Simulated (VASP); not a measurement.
Runs of VASP 6.6.1 on Na. The structure is that of space group P6_3/mmc (No. 194), or close to it. The cells are those of the table. This isn't the form of Na at room conditions, which is bcc.

```csv
cell,k mesh,gap on the mesh (eV),pressure (GPa)
"a = 3.812, b = 3.812, c = 12.360 Å, angles 90.0, 90.0, 120.0°, 4 atoms",13 × 13 × 4,none,-0.3
"a = 3.711, b = 3.711, c = 12.034 Å, angles 90.0, 90.0, 120.0°, 4 atoms",13 × 13 × 4,none,(a)
"a = 3.762, b = 3.762, c = 12.199 Å, angles 90.0, 90.0, 120.0°, 4 atoms",13 × 13 × 4,none,0.0
"a = 3.762, b = 3.762, c = 12.199 Å, angles 90.0, 90.0, 120.0°, 4 atoms",10 × 10 × 3,none,0.0
"a = 3.659, b = 3.659, c = 11.865 Å, angles 90.0, 90.0, 120.0°, 4 atoms",13 × 13 × 4,none,0.7
```

Alike in all rows: task single point; level BLYP; potentials or basis VASP PAW PBE potentials, release 64 (Na_pv); no spin polarisation; cutoff (eV) 520; smearing fermi-dirac 0.1 eV.

Question: Fill in the values left out.

Answer: (a) 0.3.

Caveats: the PAW data sets were made with another functional, which shifts forces and pressure a little.

A gap of «none» marks levels without a gap at the run's occupations.
